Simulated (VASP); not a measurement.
# InGa2P3: relaxation of cell and atoms with PBE

Crystal: InGa2P3.

```
In Ga P
1.0
    -1.93370    1.93370    8.20401
     1.93370   -1.93370    8.20401
     1.93370    1.93370   -8.20401
In Ga P
1 2 3
Cartesian
  0.0000 0.0000 0.0000
  0.0000 0.0000 10.9387
  0.0000 0.0000 5.4693
  0.0000 0.0000 2.7347
  0.0000 0.0000 13.6733
  0.0000 0.0000 8.2040
```

```json
{"Program": "VASP 6.6.1", "Task": "relaxation of cell and atoms", "Functional": "PBE", "Potentials or basis": "VASP PAW PBE potentials, release 64 (In_d, Ga_d, P)", "Cutoff": "600 eV", "k mesh": "6 × 6 × 6", "Occupations": "gaussian, width 0.1 eV", "Spin": "no spin polarisation", "Dipole correction": "no", "Further INCAR settings": "ALGO = Normal; EDIFF = 1e-06; IBRION = 2; EDIFFG = -0.04; NSW = 90; ISIF = 3"}
```

```yaml
Relaxed_volume: 18.71 Å³/atom
Relaxed_cell: a = 8.356 Å, b = 8.356 Å, c = 8.356 Å, α = 153.96°, β = 153.96°, γ = 37.15°
Space_group_after_relaxing_to_0.05_Å: I4/mmm (No. 139)
Energy_gained_by_relaxing: 43.8 meV/atom
Ionic_steps: 7
Pressure_after_relaxing: -0.2 GPa
Largest_force_after_relaxing: 0.005 eV/Å
Band_gap_on_the_k_mesh: zero (band 27 reaches 6.98 eV, above the bottom of band 28 at 4.12 eV)
```

Forces in eV/Å, atoms in the order of the input:
```
In   0.000  0.000  0.000
Ga   0.000  0.000  0.005
Ga   0.000  0.000 -0.005
P    0.000  0.000  0.005
P    0.000  0.000 -0.005
P    0.000  0.000  0.000
```

The path:
```tsv
step	energy change (eV)	largest force (eV/Å)	pressure (GPa)	volume (Å³)
1	0.0000	0.4259	-5.83	122.71
2	-0.2204	0.4914	1.63	109.95
3	-0.2278	0.4866	0.34	111.70
4	-0.2488	0.3048	0.32	111.60
5	-0.2621	0.0171	0.35	111.45
6	-0.2622	0.0045	0.33	111.46
7	-0.2625	0.0055	-0.23	112.25
```

Final structure:
```yaml
crystal:
  lattice:
    - [-1.88228, 1.88228, 7.92076]
    - [1.88228, -1.88228, 7.92076]
    - [1.88228, 1.88228, -7.92076]
  atoms:
    - { symbol: In, position: [0.00000, 0.00000, 0.00000] }
    - { symbol: Ga, position: [0.66810, 0.66810, 0.00000] }
    - { symbol: Ga, position: [0.33190, 0.33190, 0.00000] }
    - { symbol: P, position: [0.17168, 0.17168, 0.00000] }
    - { symbol: P, position: [0.82832, 0.82832, 0.00000] }
    - { symbol: P, position: [0.50000, 0.50000, 0.00000] }
```

Levels at points of the mesh, in eV from the Fermi level:
| k point | band 24 | band 25 | band 26 | band 27 | band 28 | band 29 | band 30 | band 31 |
| --- | --- | --- | --- | --- | --- | --- | --- | --- |
| (0.00, 0.00, 0.00) | -2.08 | -1.53 | -1.20 | -0.08 | -0.08 | -0.07 | 1.04 | 3.98 |
| (0.50, 0.00, 0.00) | -0.15 | -0.12 | 0.14 | 0.16 | 2.01 | 2.32 | 2.85 | 3.10 |
| (0.50, 0.50, 0.00) | -3.72 | -3.28 | -2.85 | -2.56 | -2.43 | 0.99 | 1.00 | 3.62 |
| (0.50, 0.50, 0.50) | -1.94 | -1.08 | -1.08 | -0.67 | -0.67 | 2.49 | 3.33 | 3.58 |

It took 32 min on 1 thread of Intel(R) Xeon(R) 6975P-C (Granite Rapids) (shared host), peak memory 0.86 GiB.

Caveat: the k points lie up to 0.39 Å⁻¹ apart in the final cell; spin-orbit coupling is left out, which moves the levels of the heavy elements.
